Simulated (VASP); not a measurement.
Runs of VASP 6.6.1 on Na. The structure is that of space group Im-3m (No. 229), or close to it. The cells are those of the table. 

| cell | gap on the mesh (eV) | pressure (GPa) |
| --- | --- | --- |
| a = 3.685 Å, angles 109.5°, 1 atom | none | -0.3 |
| a = 3.538 Å, angles 109.5°, 1 atom | none | 0.8 |
| a = 3.576 Å, angles 109.5°, 1 atom | none | 0.5 |
| a = 3.613 Å, angles 109.5°, 1 atom | none | (a) |

Alike in all rows: task single point; level HSE06; potentials or basis VASP PAW PBE potentials, release 64 (Na_pv); no spin polarisation; k mesh 6 × 6 × 6; cutoff (eV) 400; smearing fermi-dirac 0.1 eV.

Question: Estimate the missing entries.

Answer: (a) 0.2.

Caveats: some runs use coarse meshes; the PAW data sets were made with another functional, which shifts forces and pressure a little.

A gap of «none» marks levels without a gap at the run's occupations.
